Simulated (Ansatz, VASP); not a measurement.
One calculation of ScAl2N3, two programs

```
Sc Al N
1.0
     4.20571    0.00000    0.00000
    -2.10285    3.64225    0.00000
     0.00000    0.00000    8.46569
Sc Al N
1 2 3
Direct
  0.00000 0.00000 0.50000
  0.00000 0.00000 0.84440
  0.00000 0.00000 0.15560
  0.50000 0.00000 0.50000
  0.00000 0.50000 0.50000
  0.50000 0.50000 0.50000
```

Alike in both runs: functional PBE; k mesh 12 × 12 × 6; occupations gaussian, width 0.1 eV; collinear spin.

Ansatz relaxed the structure, and its values are those at the end. VASP's run is a single point on that final structure, the one shown.

|  | VASP | Ansatz |
| --- | --- | --- |
| version | VASP 6.6.1 | Ansatz 0.2.0 |
| potentials or method | VASP PAW PBE potentials, release 64 (Sc_sv, Al, N), cutoff 520 eV | scalar-relativistic, plane waves, PAW |
| valence electrons in the cell | 32 | 32 |

```csv
,VASP,Ansatz,Ansatz less VASP
gap on the k mesh at the Fermi level (eV),none,none,-
pressure (GPa),0.0,0.0,+0.06
rms of the force components (eV/Å),0.015,0.001,-0.0143
net moment per atom (μB),0.00,0.10,+0.098
size of the moment on the site where the two differ most (μB),0.00,0.24,+0.244
```

Site moments also hang on the region over which each program counts them. A gap of «none» marks a metal or a gap that the smearing closes.
